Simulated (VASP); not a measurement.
# MgO (P-6m2) in VASP: a series of runs

Runs on MgO. Level: LDA. Tasks: single point.

All numbers are computed with VASP 6.6.1; they aren't measurements. Logs are shortened: lines on timing, memory, paths and dates and some standing lists are left out, and cuts for length are marked.

## Step 1: The cell of the first run

The structure is hexagonal, space group P-6m2 (No. 187). The conventional cell has a = 2.918 Å, b = 2.918 Å, c = 2.662 Å, α = 90.00°, β = 90.00°, γ = 120.00°. Mg (site symmetry -6m2) has 6 O at 2.15 Å and 2 Mg at 2.66 Å within 2.8 Å. Within 2.8 Å of O (site symmetry -6m2) lie 6 Mg at 2.15 Å and 2 O at 2.66 Å.

## Step 2: Single point, LDA (volume scaled by 0.98)

Contents of INCAR:

```
  PREC = Accurate
  ENCUT = 520
  EDIFF = 1E-7
  ISMEAR = 0
  SIGMA = 0.05
  LREAL = F
  LASPH = T
  NELM = 100
  ALGO = Normal
  ISIF = 2
  LWAVE = F
  LCHARG = T
  GGA = CA
  LELF = T
  LVHAR = T
  NBANDS = 11
```

Contents of KPOINTS:

```
Automatic mesh
0
Gamma
  10 10 10
```

Contents of POSCAR:

```
MgO
1.0
    2.9183020482      0.0000000000      0.0000000000
   -1.4591510241      2.5273237096      0.0000000000
    0.0000000000      0.0000000000      2.6616950286
Mg O
1 1
Direct
    0.0000000000      0.0000000000      0.0000000000
    0.3333333333      0.6666666667      0.5000000000
```

Potentials or basis: VASP PAW LDA potentials, release 64 (Mg, O).

The run is started by

```
$ cat potpaw_LDA.64/Mg/POTCAR potpaw_LDA.64/O/POTCAR > POTCAR
$ mpirun -np 1 vasp_std > vasp.out
```

OUTCAR:

```text
PREC = Accurate
   ENCUT = 520
   EDIFF = 1E-7
   ISMEAR = 0
   LREAL = F
   LASPH = T
   NELM = 100
   ISIF = 2
   GGA = CA

 ion  position               nearest neighbor table
   1  0.000  0.000  0.000-   2 2.15   2 2.15   2 2.15   2 2.15   2 2.15   2 2.15
   2  0.333  0.667  0.500-   1 2.15   1 2.15   1 2.15   1 2.15   1 2.15   1 2.15

  LATTYP: Found a hexagonal cell.
 ALAT       =     2.9183020482
 C/A-ratio  =     0.9120697531

  Lattice vectors:

 A1 = (   2.9183020482,   0.0000000000,   0.0000000000)
 A2 = (  -1.4591510241,   2.5273237096,   0.0000000000)
 A3 = (   0.0000000000,   0.0000000000,   2.6616950286)

Analysis of symmetry for initial positions (statically):
=====================================================================
 Subroutine PRICEL returns:
 Original cell was already a primitive cell.

 Routine SETGRP: Setting up the symmetry group for a
 hexagonal supercell.

 Subroutine GETGRP returns: Found 12 space group operations
 (whereof 12 operations were pure point group operations)
 out of a pool of 24 trial point group operations.

The static configuration has the point symmetry D_3h.

Analysis of symmetry for dynamics (positions and initial velocities):
=====================================================================
 Subroutine PRICEL returns:
 Original cell was already a primitive cell.

 Routine SETGRP: Setting up the symmetry group for a
 hexagonal supercell.

 Subroutine GETGRP returns: Found 12 space group operations
 (whereof 12 operations were pure point group operations)
 out of a pool of 24 trial point group operations.

The dynamic configuration has the point symmetry D_3h.

 Subroutine INISYM returns: Found 12 space group operations
 (whereof 12 operations are pure point group operations),
 and found     1 'primitive' translations

----------------------------------------------------------------------------------------

                                     Primitive cell

  volume of cell :      19.6313

  direct lattice vectors                    reciprocal lattice vectors
     2.918302048  0.000000000  0.000000000     0.342665010  0.197837736  0.000000000
    -1.459151024  2.527323710  0.000000000     0.000000000  0.395675471  0.000000000
     0.000000000  0.000000000  2.661695029     0.000000000  0.000000000  0.375700442

  length of vectors
     2.918302048  2.918302048  2.661695029     0.395675471  0.395675471  0.375700442

  position of ions in fractional coordinates (direct lattice)
     0.000000000  0.000000000  0.000000000
     0.333333333  0.666666667  0.500000000

  ion indices of the primitive-cell ions
   primitive index   ion index
                 1           1
                 2           2

----------------------------------------------------------------------------------------

 KPOINTS: Automatic mesh

Automatic generation of k-mesh.
 Grid dimensions read from file:
 generate k-points for:   10   10   10

 Generating k-lattice:

  Cartesian coordinates                     Fractional coordinates (reciprocal lattice)
     0.034266501  0.019783774  0.000000000     0.100000000  0.000000000  0.000000000
     0.000000000  0.039567547  0.000000000     0.000000000  0.100000000  0.000000000
     0.000000000  0.000000000  0.037570044     0.000000000  0.000000000  0.100000000

  Length of vectors
     0.039567547  0.039567547  0.037570044

  Shift w.r.t. Gamma in fractional coordinates (k-lattice)
     0.000000000  0.000000000  0.000000000

 Subroutine IBZKPT returns following result:
 ===========================================

 Found     84 irreducible k-points:

 Following reciprocal coordinates:
            Coordinates               Weight
  0.000000  0.000000  0.000000      1.000000
  0.100000  0.000000  0.000000      6.000000
  0.200000  0.000000  0.000000      6.000000
  0.300000 -0.000000  0.000000      6.000000
  0.400000  0.000000  0.000000      6.000000
  0.500000 -0.000000  0.000000      3.000000
[... 16 lines left out ...]
  0.300000  0.100000  0.100000     24.000000
  0.400000  0.100000  0.100000     24.000000
 [... further k-points ...]
   k-points           NKPTS =     84   k-points in BZ     NKDIM =     84   number of bands    NBANDS=     11
   number of dos      NEDOS =    301   number of ions     NIONS =      2
   total plane-waves  NPLWV =  11520
   dimension x,y,z NGX =    24 NGY =   24 NGZ =   20
   dimension x,y,z NGXF=    48 NGYF=   48 NGZF=   40
   ions per type =               1   1
   NGX,Y,Z   is equivalent  to a cutoff of  13.67, 13.67, 12.49 a.u.
   NGXF,Y,Z  is equivalent  to a cutoff of  27.34, 27.34, 24.98 a.u.
 SYSTEM =  unknown system
   PREC   = accura    normal or accurate (medium, high low for compatibility)
   ISTART =      0    job   : 0-new  1-cont  2-samecut
   ICHARG =      2    charge: 1-file 2-atom 10-const
   ISPIN  =      1    spin polarized calculation?
   LNONCOLLINEAR =      F non collinear calculations
   LSORBIT =      F    spin-orbit coupling
   LASPH  =      T    aspherical Exc in radial PAW
   ENCUT  =  520.0 eV  38.22 Ry    6.18 a.u.   5.43  5.43  4.95*2*pi/ulx,y,z
   NELM   =    100;   NELMIN=  2; NELMDL= -5     # of ELM steps
   EDIFF  = 0.1E-06   stopping-criterion for ELM
   LREAL  =      F    real-space projection
   EDIFFG = 0.1E-05   stopping-criterion for IOM
   NSW    =      0    number of steps for IOM
   IBRION =     -1    ionic relax: 0-MD 1-quasi-New 2-CG
   NFREE  =      0    steps in history (QN), initial steepest desc. (CG)
   ISIF   =      2    stress and relaxation
   ISYM   =      2    0-nonsym 1-usesym 2-fastsym
   POTIM  = 0.5000    time-step for ionic-motion
   TEBEG  =    0.0;   TEEND  =   0.0 temperature during run
   PSTRESS=    0.0 pullay stress
   NELECT =       8.0000    total number of electrons
   NUPDOWN=      -1.0000    fix difference up-down
   EMIN   =  10.00;   EMAX   =-10.00  energy-range for DOS
   EFERMI =   0.00;   METHOD = LEGACY
   ISMEAR =     0;   SIGMA  =   0.05  broadening in eV -4-tet -1-fermi 0-gaus
   EFERMI_NEDOS =   21; number of points for ismear=-14 and -15
   IALGO  =     38    algorithm
   IMIX   =      4    mixing-type and parameters
     AMIX     =   0.40;   BMIX     =  1.00
     AMIX_MAG =   1.60;   BMIX_MAG =  1.00
  volume/ion in A,a.u.               =       9.82        66.24
  Fermi-wavevector in a.u.,A,eV,Ry     =   1.213729  2.293615 20.043257  1.473138
  Thomas-Fermi vector in A             =   2.349172
   LORBIT       =      0    0 simple, 1 ext, 2 COOP (PROOUT), +10 PAW based schemes
   GGA     = CA    functional components
   LHFCALC =     F    Hartree Fock is set to
   AEXX    =    0.0000 exact exchange contribution
   IVDW    =     0    specifies the selected vdW correction
   LEPSILON=     F    determine dielectric tensor
   LRPA    =     F    only Hartree local field effects (RPA)
 non-spin polarized calculation
 Gauss-broadening in eV      SIGMA  =   0.05
  energy-cutoff  :      520.00
  volume of cell :       19.63
 maximum number of plane-waves:       549
 NGX is ok and might be reduce to    24
   NGX = 11   NGY = 11   NGZ =  9

 number of electron       7.9999994 magnetization

 Free energy of the ion-electron system (eV)
  ---------------------------------------------------
  ext. energy  EPLUGINS =         0.00000000
  ---------------------------------------------------
  free energy    TOTEN  =       -12.69981791 eV

  energy without entropy =      -12.69981791  energy(sigma->0) =      -12.69981791

 E-fermi :   3.3418     XC(G=0): -11.3264

 val. band max:        3.1364362207   @ k =   0.3000   0.3000   0.0000
 cond. band min:       6.2403972466   @ k =   0.0000   0.0000   0.0000
 fundamental gap:      3.1039610259
 Fermi energy:         3.3417946968

 k-point     1 :       0.0000    0.0000    0.0000
  band No.  band energies     occupation
      1     -14.1280      2.00000
      2       2.5231      2.00000
      3       2.5231      2.00000
      4       2.7309      2.00000
      5       6.2404      0.00000
      6      14.8347      0.00000
      7      18.6046      0.00000
      8      18.6046      0.00000
      9      23.0011      0.00000
     10      24.0245      0.00000
     11      25.6063      0.00000

 k-point     2 :       0.1000    0.0000    0.0000
  band No.  band energies     occupation
      1     -14.0337      2.00000
      2       1.8482      2.00000
      3       2.4459      2.00000
      4       2.7636      2.00000
      5       6.8657      0.00000
      6      14.8586      0.00000
      7      17.6436      0.00000
      8      18.8695      0.00000
      9      23.8497      0.00000
     10      24.1145      0.00000
     11      25.7750      0.00000

 k-point     3 :       0.2000    0.0000    0.0000
  band No.  band energies     occupation
      1     -13.7751      2.00000
      2       0.5558      2.00000
      3       2.2514      2.00000
      4       2.8509      2.00000
      5       8.0184      0.00000
      6      14.4481      0.00000
      7      16.8825      0.00000
      8      19.5333      0.00000
      9      23.3638      0.00000
     10      24.0947      0.00000
     11      26.3754      0.00000

 k-point     4 :       0.3000   -0.0000    0.0000
  band No.  band energies     occupation
      1     -13.4285      2.00000
      2      -0.6893      2.00000
      3       2.0249      2.00000
      4       2.9628      2.00000
      5       9.0266      0.00000
      6      13.7187      0.00000
      7      16.8253      0.00000
      8      20.2634      0.00000
      9      22.7163      0.00000
     10      23.9763      0.00000
     11      27.6450      0.00000

 k-point     5 :       0.4000    0.0000    0.0000
  band No.  band energies     occupation
      1     -13.1207      2.00000
      2      -1.5788      2.00000
      3       1.8516      2.00000
      4       3.0568      2.00000
      5       9.5621      0.00000
      6      13.5666      0.00000
      7      16.4801      0.00000
      8      20.7537      0.00000
      9      22.1691      0.00000
     10      24.5908      0.00000
     11      28.2565      0.00000
[... 211 lines left out ...]
 k-point    21 :       0.1000    0.1000    0.1000
  band No.  band energies     occupation
      1     -13.7678      2.00000
      2       0.9772      2.00000
      3       2.2414      2.00000
      4       2.3046      2.00000
      5       8.1495      0.00000
      6      14.7364      0.00000
      7      17.1915      0.00000
      8      19.2942      0.00000
      9      22.4689      0.00000
     10      24.5409      0.00000
     11      25.9707      0.00000

 k-point    22 :       0.2000    0.1000    0.1000
  band No.  band energies     occupation
      1     -13.4704      2.00000
      2      -0.0951      2.00000
      3       1.9696      2.00000
      4       2.3813      2.00000
      5       9.1354      0.00000
      6      14.0763      0.00000
      7      17.1516      0.00000
      8      19.4889      0.00000
      9      21.8907      0.00000
     10      24.5769      0.00000
     11      26.5963      0.00000

 k-point    23 :       0.3000    0.1000    0.1000
  band No.  band energies     occupation
      1     -13.1466      2.00000
      2      -1.0396      2.00000
      3       1.6512      2.00000
      4       2.5372      2.00000
      5       9.8832      0.00000
      6      13.6089      0.00000
      7      17.0023      0.00000
      8      19.7855      0.00000
      9      21.4477      0.00000
     10      25.0653      0.00000
     11      26.8686      0.00000

 k-point    24 :       0.4000    0.1000    0.1000
  band No.  band energies     occupation
      1     -12.9304      2.00000
      2      -1.5910      2.00000
      3       1.4632      2.00000
      4       2.6382      2.00000
      5      10.1928      0.00000
      6      13.6102      0.00000
      7      16.5494      0.00000
      8      20.3444      0.00000
      9      21.0013      0.00000
     10      25.6339      0.00000
     11      26.9372      0.00000

 [... further k-points ...]
[... 5 lines left out ...]
  --------------------------------------------------------------------------------------
  -------------------------------------------------------------------------------------
  Total       -0.9991097     -0.9991097     -1.1163853      0.0000000     -0.0000000      0.0000000
  in kB      -81.5406864    -81.5406864    -91.1119362      0.0000000     -0.0000000      0.0000000
  external PRESSURE =     -84.7311030 kB  Pullay stress =       0.0000000 kB

 VOLUME and BASIS-vectors are now :
 -----------------------------------------------------------------------------
  energy-cutoff  :      520.00
  volume of cell :       19.63
      direct lattice vectors                 reciprocal lattice vectors
     2.918302048  0.000000000  0.000000000     0.342665010  0.197837736  0.000000000
    -1.459151024  2.527323710  0.000000000     0.000000000  0.395675471  0.000000000
     0.000000000  0.000000000  2.661695029     0.000000000  0.000000000  0.375700442

 POSITION                                       TOTAL-FORCE (eV/Angst)
 -----------------------------------------------------------------------------------
      0.00000      0.00000      0.00000        -0.000000      0.000000      0.000000
     -0.00000      1.68488      1.33085         0.000000      0.000000      0.000000
 -----------------------------------------------------------------------------------
    total drift:                                0.000000     -0.000000     -0.000000

  FREE ENERGIE OF THE ION-ELECTRON SYSTEM (eV)
  ---------------------------------------------------
  free  energy   TOTEN  =       -12.6998179120 eV

  energy  without entropy=      -12.6998179120  energy(sigma->0) =      -12.69981791
```

It took 10 s on 1 thread of Intel Xeon 6975P-C, shared host; peak memory 0.14 GiB.

What came out:

```
Free energy            : -12.6998 eV
Pressure               : -8.5 GPa
Band gap on the k mesh : 3.10 eV, indirect (least direct gap 3.51 eV)
```

Stress tensor (GPa, compression positive):
```
-8.15  0.00  0.00
 0.00 -8.15  0.00
 0.00  0.00 -9.11
```

Caveat: the cell differs from its parent crystal (volume scaled by 0.98).

## Step 3: Single point, LDA

This run uses another cell than the first one, of 10.02 Å³/atom, 1.020 times its volume.

Contents of INCAR:

```
ALGO = Normal ; EDIFF = 1E-7
ENCUT = 520 ; GGA = CA
ISIF = 2 ; ISMEAR = 0
LASPH = T ; LCHARG = F
LREAL = F ; LWAVE = F
NBANDS = 11 ; NELM = 100
PREC = Accurate ; SIGMA = 0.05
```

Contents of KPOINTS:

```
k-points
0
Gamma
  10 10 10
```

Contents of POSCAR:

```
MgO
1.0
    2.9380209034      0.0000000000      0.0000000000
   -1.4690104517      2.5444007392      0.0000000000
    0.0000000000      0.0000000000      2.6796800000
Mg O
1 1
Direct
    0.0000000000      0.0000000000      0.0000000000
    0.3333333333      0.6666666667      0.5000000000
```

Potentials or basis: VASP PAW LDA potentials, release 64 (Mg, O).

The run is started by

```
$ cat potpaw_LDA.64/Mg/POTCAR potpaw_LDA.64/O/POTCAR > POTCAR
$ mpirun -np 1 vasp_std > vasp.out
```

Wall time 10 s (1 thread of Intel Xeon 6975P-C, shared host); peak memory 0.14 GiB.

It converged, with:

| Item | Value |
| --- | --- |
| Free energy | -12.6759 eV |
| Pressure | -11.0 GPa |
| Band gap on the k mesh | 2.95 eV, indirect (least direct gap 3.35 eV) |

Stress tensor (GPa, compression positive):
```
-10.44   0.00   0.00
  0.00 -10.44   0.00
  0.00   0.00 -12.03
```

Levels at points of the mesh, in eV from the valence-band top:
```tsv
k point	band 2	band 3	band 4	band 5	band 6	band 7
(0.00, 0.00, 0.00)	-0.60	-0.60	-0.40	2.95	11.64	15.30
(0.50, 0.00, 0.00)	-4.94	-1.32	-0.04	6.45	10.36	12.89
(0.00, 0.00, 0.50)	-5.42	-0.08	-0.08	8.15	8.87	17.31
(0.50, 0.00, 0.50)	-3.75	-3.39	-0.82	5.63	11.21	13.72
```

## Step 4: Single point, LDA (volume scaled by 1.02)

Contents of INCAR:

```
SYSTEM = MgO
ALGO = Normal
EDIFF = 1E-6
ENCUT = 520
ISIF = 2
ISMEAR = 0
LASPH = .True.
LCHARG = .True.
LELF = .True.
LREAL = .False.
LVHAR = .True.
LWAVE = .False.
NBANDS = 11
NELM = 100
PREC = Accurate
SIGMA = 0.05
```

Contents of KPOINTS:

```
k-points
0
Gamma
  10 10 10
  0 0 0
```

Contents of POSCAR:

```
MgO
1.0
    2.9574785625      0.0000000000      0.0000000000
   -1.4787392813      2.5612515663      0.0000000000
    0.0000000000      0.0000000000      2.6974267424
Mg O
1 1
Direct
    0.0000000000      0.0000000000      0.0000000000
    0.3333333333      0.6666666667      0.5000000000
```

The run is started by

```
$ cat potpaw_LDA.64/Mg/POTCAR potpaw_LDA.64/O/POTCAR > POTCAR
$ mpirun -np 1 vasp_std > vasp.out
```

Wall time 10 s (1 thread of Intel Xeon 6975P-C, shared host); peak memory 0.14 GiB.

It converged, with:

| Quantity | Value |
| --- | --- |
| Free energy | -12.6460 eV |
| Pressure | -13.2 GPa |
| Band gap on the k mesh | 2.81 eV, indirect (least direct gap 3.20 eV) |

Stress tensor (GPa, compression positive):
```
-12.48   0.00   0.00
  0.00 -12.48   0.00
  0.00   0.00 -14.63
```

Levels at points of the mesh, in eV from the valence-band top:
| k point | band 1 | band 2 | band 3 | band 4 | band 5 | band 6 | band 7 | band 8 | band 9 |
| --- | --- | --- | --- | --- | --- | --- | --- | --- | --- |
| (0.00, 0.00, 0.00) | -17.05 | -0.58 | -0.58 | -0.40 | 2.81 | 11.57 | 15.14 | 15.14 | 19.42 |
| (0.50, 0.00, 0.00) | -16.00 | -4.85 | -1.29 | -0.04 | 6.35 | 10.14 | 12.75 | 17.22 | 18.40 |
| (0.00, 0.00, 0.50) | -15.97 | -5.32 | -0.08 | -0.08 | 7.99 | 8.71 | 17.17 | 17.17 | 18.12 |
| (0.50, 0.00, 0.50) | -15.24 | -3.68 | -3.32 | -0.80 | 5.57 | 11.08 | 13.45 | 14.43 | 14.74 |

Caveat: the cell differs from its parent crystal (volume scaled by 1.02).

## Step 5: Summary

```csv
cell,gap on the mesh (eV),pressure (GPa)
"a = 2.918, b = 2.918, c = 2.662 Å, angles 90.0, 90.0, 120.0°, 2 atoms",3.10,-8.5
"a = 2.938, b = 2.938, c = 2.680 Å, angles 90.0, 90.0, 120.0°, 2 atoms",2.95,-11.0
"a = 2.957, b = 2.957, c = 2.697 Å, angles 90.0, 90.0, 120.0°, 2 atoms",2.81,-13.2
```

Alike in all rows: task single point; level LDA; potentials or basis VASP PAW LDA potentials, release 64 (Mg, O); no spin polarisation; k mesh 10 × 10 × 10; cutoff (eV) 520; smearing gaussian 0.05 eV.

Absolute energies hang on the potentials; compare differences alone.
